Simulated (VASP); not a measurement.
Write the native input for VASP 6.6.1 that does the following.

| Quantity | Value |
| --- | --- |
| Task | single point |
| Functional | PBE |
| Potentials or basis | VASP PAW PBE potentials, release 64 (Zr_sv, Se) |
| Cutoff | 500 eV |
| k mesh | 12 × 12 × 4 |
| Occupations | fermi-dirac, width 0.02 eV |
| Spin | non-collinear spin, zero start, spin-orbit coupling |
| Starting moments | [[0.0, 0.0, 0.0], [0.0, 0.0, 0.0], [0.0, 0.0, 0.0]] μB |
| Dipole correction | no |
| Further INCAR settings | ALGO = Normal; EDIFF = 1e-06; NBANDS = 37 |

The structure of ZrSe2 lies in POSCAR:

```
ZrSe2
1.0
    3.7893855200      0.0000000000      0.0000000000
   -1.8946927600      3.2817041251      0.0000000000
    0.0000000000      0.0000000000      6.1806783018
Zr Se
1 2
Direct
    0.0000000000      0.0000000000      0.0000000000
    0.3333333333      0.6666666667      0.2537453253
    0.6666666667      0.3333333333      0.7462546747
```

The input as run:

INCAR

```
SYSTEM = ZrSe2
PREC = Accurate
ENCUT = 500
EDIFF = 1E-6
ISMEAR = -1
SIGMA = 0.02
LREAL = .FALSE.
LASPH = .TRUE.
NELM = 200
ALGO = Normal
ISIF = 2
LWAVE = .FALSE.
LCHARG = .FALSE.
LNONCOLLINEAR = .TRUE.
MAGMOM = 0 0 0 0 0 0 0 0 0
LORBIT = 11
LSORBIT = .TRUE.
GGA_COMPAT = .FALSE.
LORBMOM = .TRUE.
LMAXMIX = 4
GGA = PE
NBANDS = 37
```

KPOINTS

```
Automatic mesh
0
G
  12 12 4
  0 0 0
```

Potentials or basis: VASP PAW PBE potentials, release 64 (Zr_sv, Se).

Launch:

```bash
$ cat potpaw_PBE.64/Zr_sv/POTCAR potpaw_PBE.64/Se/POTCAR > POTCAR
$ mpirun -np 1 vasp_ncl > vasp.out
```

Results of the run:

The pressure is 1.5 GPa and the largest force is 0.135 eV/Å. The net moment is 0.00 μB per cell and the valence electrons inside the program's atomic spheres are Zr 9.64; Se 3.89.

Caveat: this functional lacks dispersion, which binds layers or chains, so the pressure and a relaxed spacing across them are unreliable.

Run time: 8.6 min on 1 thread of Oxide Virtual Turin-like Processor, with other jobs on the host, peak memory 0.47 GiB.
